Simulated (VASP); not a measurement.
# ScAl (Pm-3m) in VASP: further runs

ScAl is run at these levels: LDA; tasks: single point.

All numbers are computed with VASP 6.6.1; they aren't measurements. Logs are shortened: lines on timing, memory, paths and dates and some standing lists are left out, and cuts for length are marked.

## 1. The cell of the first run

The structure is cubic, space group Pm-3m (No. 221). Conventional cell: a = 3.370 Å, b = 3.370 Å, c = 3.370 Å, α = 90.00°, β = 90.00°, γ = 90.00°. Sc (site symmetry m-3m) has 8 Al at 2.92 Å and 6 Sc at 3.37 Å within 3.8 Å. Al (site symmetry m-3m) has 8 Sc at 2.92 Å and 6 Al at 3.37 Å within 3.8 Å.

## 2. Single point, LDA

Input file INCAR:

```
PREC = Accurate ; ENCUT = 520
EDIFF = 1E-6 ; ISMEAR = 0
SIGMA = 0.15 ; LREAL = F
LASPH = T ; NELM = 100
ALGO = Fast ; ISIF = 2
LWAVE = F ; LCHARG = F
NBANDS = 14
```

Input file KPOINTS:

```
Automatic mesh
0
Gamma
  14 14 14
```

Input file POSCAR:

```
ScAl
1.0
    3.3703489700      0.0000000000      0.0000000000
    0.0000000000      3.3703489700      0.0000000000
    0.0000000000      0.0000000000      3.3703489700
Sc Al
1 1
Direct
    0.5000000000      0.5000000000      0.5000000000
    0.0000000000      0.0000000000      0.0000000000
```

Potentials or basis: VASP PAW LDA potentials, release 64 (Sc_sv, Al).

Run with:

```bash
> cat potpaw_LDA.64/Sc_sv/POTCAR potpaw_LDA.64/Al/POTCAR > POTCAR
> mpirun -np 1 vasp_std > vasp.out
```

OUTCAR:

```text
PREC = Accurate
   ENCUT = 520
   EDIFF = 1E-6
   ISMEAR = 0
   LREAL = F
   LASPH = T
   NELM = 100
   ISIF = 2

 ion  position               nearest neighbor table
   1  0.500  0.500  0.500-   2 2.92   2 2.92   2 2.92   2 2.92   2 2.92   2 2.92   2 2.92   2 2.92

   2  0.000  0.000  0.000-   1 2.92   1 2.92   1 2.92   1 2.92   1 2.92   1 2.92   1 2.92   1 2.92

  LATTYP: Found a simple cubic cell.
 ALAT       =     3.3703489700

  Lattice vectors:

 A1 = (   3.3703489700,   0.0000000000,   0.0000000000)
 A2 = (   0.0000000000,   3.3703489700,   0.0000000000)
 A3 = (   0.0000000000,   0.0000000000,   3.3703489700)

Analysis of symmetry for initial positions (statically):
=====================================================================
 Subroutine PRICEL returns:
 Original cell was already a primitive cell.

 Routine SETGRP: Setting up the symmetry group for a
 simple cubic supercell.

 Subroutine GETGRP returns: Found 48 space group operations
 (whereof 48 operations were pure point group operations)
 out of a pool of 48 trial point group operations.

The static configuration has the point symmetry O_h .

Analysis of symmetry for dynamics (positions and initial velocities):
=====================================================================
 Subroutine PRICEL returns:
 Original cell was already a primitive cell.

 Routine SETGRP: Setting up the symmetry group for a
 simple cubic supercell.

 Subroutine GETGRP returns: Found 48 space group operations
 (whereof 48 operations were pure point group operations)
 out of a pool of 48 trial point group operations.

The dynamic configuration has the point symmetry O_h .

 Subroutine INISYM returns: Found 48 space group operations
 (whereof 48 operations are pure point group operations),
 and found     1 'primitive' translations

----------------------------------------------------------------------------------------

                                     Primitive cell

  volume of cell :      38.2846

  direct lattice vectors                    reciprocal lattice vectors
     3.370348970  0.000000000  0.000000000     0.296705181  0.000000000  0.000000000
     0.000000000  3.370348970  0.000000000     0.000000000  0.296705181  0.000000000
     0.000000000  0.000000000  3.370348970     0.000000000  0.000000000  0.296705181

  length of vectors
     3.370348970  3.370348970  3.370348970     0.296705181  0.296705181  0.296705181

  position of ions in fractional coordinates (direct lattice)
     0.500000000  0.500000000  0.500000000
     0.000000000  0.000000000  0.000000000

  ion indices of the primitive-cell ions
   primitive index   ion index
                 1           1
                 2           2

----------------------------------------------------------------------------------------

 KPOINTS: Automatic mesh

Automatic generation of k-mesh.
 Grid dimensions read from file:
 generate k-points for:   14   14   14

 Generating k-lattice:

  Cartesian coordinates                     Fractional coordinates (reciprocal lattice)
     0.021193227  0.000000000  0.000000000     0.071428571  0.000000000  0.000000000
     0.000000000  0.021193227  0.000000000     0.000000000  0.071428571  0.000000000
     0.000000000  0.000000000  0.021193227     0.000000000  0.000000000  0.071428571

  Length of vectors
     0.021193227  0.021193227  0.021193227

  Shift w.r.t. Gamma in fractional coordinates (k-lattice)
     0.000000000  0.000000000  0.000000000

 Subroutine IBZKPT returns following result:
 ===========================================

 Found    120 irreducible k-points:

 Following reciprocal coordinates:
            Coordinates               Weight
  0.000000  0.000000  0.000000      1.000000
  0.071429  0.000000  0.000000      6.000000
  0.142857  0.000000  0.000000      6.000000
  0.214286  0.000000  0.000000      6.000000
  0.285714  0.000000  0.000000      6.000000
  0.357143  0.000000  0.000000      6.000000
[... 16 lines left out ...]
  0.285714  0.214286  0.000000     24.000000
  0.357143  0.214286  0.000000     24.000000
 [... further k-points ...]
   k-points           NKPTS =    120   k-points in BZ     NKDIM =    120   number of bands    NBANDS=     14
   number of dos      NEDOS =    301   number of ions     NIONS =      2
   total plane-waves  NPLWV =  21952
   dimension x,y,z NGX =    28 NGY =   28 NGZ =   28
   dimension x,y,z NGXF=    56 NGYF=   56 NGZF=   56
   ions per type =               1   1
   NGX,Y,Z   is equivalent  to a cutoff of  13.81, 13.81, 13.81 a.u.
   NGXF,Y,Z  is equivalent  to a cutoff of  27.62, 27.62, 27.62 a.u.
 SYSTEM =  unknown system
   PREC   = accura    normal or accurate (medium, high low for compatibility)
   ISTART =      0    job   : 0-new  1-cont  2-samecut
   ICHARG =      2    charge: 1-file 2-atom 10-const
   ISPIN  =      1    spin polarized calculation?
   LNONCOLLINEAR =      F non collinear calculations
   LSORBIT =      F    spin-orbit coupling
   LASPH  =      T    aspherical Exc in radial PAW
   ENCUT  =  520.0 eV  38.22 Ry    6.18 a.u.   6.27  6.27  6.27*2*pi/ulx,y,z
   NELM   =    100;   NELMIN=  2; NELMDL= -5     # of ELM steps
   EDIFF  = 0.1E-05   stopping-criterion for ELM
   LREAL  =      F    real-space projection
   EDIFFG = 0.1E-04   stopping-criterion for IOM
   NSW    =      0    number of steps for IOM
   IBRION =     -1    ionic relax: 0-MD 1-quasi-New 2-CG
   NFREE  =      0    steps in history (QN), initial steepest desc. (CG)
   ISIF   =      2    stress and relaxation
   ISYM   =      2    0-nonsym 1-usesym 2-fastsym
   POTIM  = 0.5000    time-step for ionic-motion
   TEBEG  =    0.0;   TEEND  =   0.0 temperature during run
   PSTRESS=    0.0 pullay stress
   NELECT =      14.0000    total number of electrons
   NUPDOWN=      -1.0000    fix difference up-down
   EMIN   =  10.00;   EMAX   =-10.00  energy-range for DOS
   EFERMI =   0.00;   METHOD = LEGACY
   ISMEAR =     0;   SIGMA  =   0.15  broadening in eV -4-tet -1-fermi 0-gaus
   EFERMI_NEDOS =   21; number of points for ismear=-14 and -15
   IALGO  =     68    algorithm
   IMIX   =      4    mixing-type and parameters
     AMIX     =   0.40;   BMIX     =  1.00
     AMIX_MAG =   1.60;   BMIX_MAG =  1.00
  volume/ion in A,a.u.               =      19.14       129.18
  Fermi-wavevector in a.u.,A,eV,Ry     =   1.170692  2.212287 18.647052  1.370520
  Thomas-Fermi vector in A             =   2.307147
   LORBIT       =      0    0 simple, 1 ext, 2 COOP (PROOUT), +10 PAW based schemes
   GGA     = CA    functional components
   LHFCALC =     F    Hartree Fock is set to
   AEXX    =    0.0000 exact exchange contribution
   IVDW    =     0    specifies the selected vdW correction
   LEPSILON=     F    determine dielectric tensor
   LRPA    =     F    only Hartree local field effects (RPA)
 non-spin polarized calculation
 RMM-DIIS sequential band-by-band and
 Gauss-broadening in eV      SIGMA  =   0.15
  energy-cutoff  :      520.00
  volume of cell :       38.28
 maximum number of plane-waves:      1064
 NGX is ok and might be reduce to    28
   NGX = 13   NGY = 13   NGZ = 13

 number of electron      14.0000002 magnetization

 Free energy of the ion-electron system (eV)
  ---------------------------------------------------
  ext. energy  EPLUGINS =         0.00000000
  ---------------------------------------------------
  free energy    TOTEN  =       -11.86674915 eV

  energy without entropy =      -11.85754897  energy(sigma->0) =      -11.86214906

 E-fermi :   5.8346     XC(G=0): -10.5337

 val. band max:        5.8215758014   @ k =   0.3571   0.0714   0.0000
 cond. band min:       5.8538315514   @ k =   0.5000   0.3571   0.0714
 fundamental gap:      0.0322557500
 Fermi energy:         5.8346463593

 k-point     1 :       0.0000    0.0000    0.0000
  band No.  band energies     occupation
      1     -43.0173      2.00000
      2     -21.9438      2.00000
      3     -21.9438      2.00000
      4     -21.9438      2.00000
      5      -2.5816      2.00000
      6       5.1538      2.00000
      7       5.1538      2.00000
      8       8.4758      0.00000
      9       8.4758      0.00000
     10       8.4758      0.00000
     11       9.5642      0.00000
     12       9.5642      0.00000
     13       9.5642      0.00000
     14      14.4900      0.00000

 k-point     2 :       0.0714    0.0000    0.0000
  band No.  band energies     occupation
      1     -43.0165      2.00000
      2     -21.9531      2.00000
      3     -21.9429      2.00000
      4     -21.9429      2.00000
      5      -2.5085      2.00000
      6       5.0868      2.00000
      7       5.1903      2.00000
      8       8.2305      0.00000
      9       8.2305      0.00000
     10       8.4866      0.00000
     11       9.3382      0.00000
     12       9.8585      0.00000
     13       9.8585      0.00000
     14      14.3667      0.00000

 k-point     3 :       0.1429    0.0000    0.0000
  band No.  band energies     occupation
      1     -43.0143      2.00000
      2     -21.9792      2.00000
      3     -21.9406      2.00000
      4     -21.9406      2.00000
      5      -2.2914      2.00000
      6       4.8326      2.00000
      7       5.2959      2.00000
      8       7.8004      0.00000
      9       7.8004      0.00000
     10       8.5172      0.00000
     11       8.9410      0.00000
     12      10.4388      0.00000
     13      10.4388      0.00000
     14      14.0052      0.00000
[... 324 lines left out ...]
 k-point    23 :       0.2857    0.2143    0.0000
  band No.  band energies     occupation
      1     -43.0018      2.00000
      2     -22.0489      2.00000
      3     -22.0035      2.00000
      4     -21.9272      2.00000
      5      -0.9013      2.00000
      6       3.9255      2.00000
      7       4.9008      2.00000
      8       6.5916      0.00000
      9       7.1906      0.00000
     10       7.9486      0.00000
     11       9.2992      0.00000
     12      10.3492      0.00000
     13      12.6728      0.00000
     14      13.3674      0.00000

 k-point    24 :       0.3571    0.2143    0.0000
  band No.  band energies     occupation
      1     -42.9987      2.00000
      2     -22.0848      2.00000
      3     -21.9994      2.00000
      4     -21.9239      2.00000
      5      -0.3752      2.00000
      6       3.1156      2.00000
      7       5.1624      2.00000
      8       6.4570      0.00000
      9       7.0020      0.00000
     10       7.9894      0.00000
     11       9.3421      0.00000
     12      10.7719      0.00000
     13      12.9446      0.00000
     14      13.1621      0.00000

 [... further k-points ...]

------------------------ aborting loop because EDIFF is reached ----------------------------------------

  FORCE on cell =-STRESS in cart. coord.  units (eV):
  Direction    XX          YY          ZZ          XY          YZ          ZX
  --------------------------------------------------------------------------------------
  -------------------------------------------------------------------------------------
  Total       -1.0044542     -1.0044542     -1.0044542     -0.0000000     -0.0000000      0.0000000
  in kB      -42.0354895    -42.0354895    -42.0354895     -0.0000000     -0.0000000      0.0000000
  external PRESSURE =     -42.0354895 kB  Pullay stress =       0.0000000 kB

 VOLUME and BASIS-vectors are now :
 -----------------------------------------------------------------------------
  energy-cutoff  :      520.00
  volume of cell :       38.28
      direct lattice vectors                 reciprocal lattice vectors
     3.370348970  0.000000000  0.000000000     0.296705181  0.000000000  0.000000000
     0.000000000  3.370348970  0.000000000     0.000000000  0.296705181  0.000000000
     0.000000000  0.000000000  3.370348970     0.000000000  0.000000000  0.296705181

 POSITION                                       TOTAL-FORCE (eV/Angst)
 -----------------------------------------------------------------------------------
      1.68517      1.68517      1.68517         0.000000      0.000000      0.000000
      0.00000      0.00000      0.00000         0.000000      0.000000      0.000000
 -----------------------------------------------------------------------------------
    total drift:                                0.000000      0.000000      0.000000

  FREE ENERGIE OF THE ION-ELECTRON SYSTEM (eV)
  ---------------------------------------------------
  free  energy   TOTEN  =       -11.8667491501 eV

  energy  without entropy=      -11.8575489686  energy(sigma->0) =      -11.86214906
```

Run time: 78 s. Hardware: 1 thread of AMD EPYC 7R43 (Zen 3), shared host; peak memory 0.15 GiB.

What came out:

```yaml
Free_energy: -11.8667 eV
Pressure: -4.2 GPa
Band_gap_on_the_k_mesh: zero (band 7 reaches 6.12 eV, above the bottom of band 8 at 5.00 eV)
```

## 3. Single point, LDA

Input file INCAR:

```
SYSTEM = ScAl
  PREC = Accurate
  ENCUT = 520
  EDIFF = 1E-7
  ISMEAR = 0
  SIGMA = 0.15
  LREAL = .False.
  LASPH = .True.
  NELM = 80
  ALGO = Normal
  ISIF = 2
  LWAVE = .False.
  LCHARG = .False.
  NBANDS = 14
```

Input file KPOINTS:

```
Automatic mesh
0
Gamma
  16 16 16
  0 0 0
```

POSCAR is that of step 2.

Potentials or basis: VASP PAW LDA potentials, release 64 (Sc_sv, Al).

Run with:

```bash
> cat potpaw_LDA.64/Sc_sv/POTCAR potpaw_LDA.64/Al/POTCAR > POTCAR
> mpirun -np 1 vasp_std > vasp.out
```

It took 76 s on 1 thread of AMD EPYC 7R43 (Zen 3), shared host; peak memory 0.17 GiB.

Results (log left out):

```yaml
Free_energy: -11.8666 eV
Pressure: -4.2 GPa
Band_gap_on_the_k_mesh: zero (band 7 reaches 6.13 eV, above the bottom of band 8 at 5.00 eV)
```

Levels at points of the mesh, in eV from the Fermi level:
```
           k point  band 4  band 5  band 6  band 7  band 8  band 9  band 10  band 11
(0.00, 0.00, 0.00)  -27.77   -8.41   -0.67   -0.67    2.65    2.65     2.65     3.74
(0.50, 0.00, 0.00)  -27.75   -5.63   -4.50    0.24    0.74    0.74     2.88     3.76
(0.50, 0.50, 0.00)  -27.74   -4.71   -1.78   -1.78   -0.83    1.49     1.49     3.64
(0.50, 0.50, 0.50)  -27.90   -2.53   -2.53   -2.53   -0.52    2.98     2.98     2.98
```
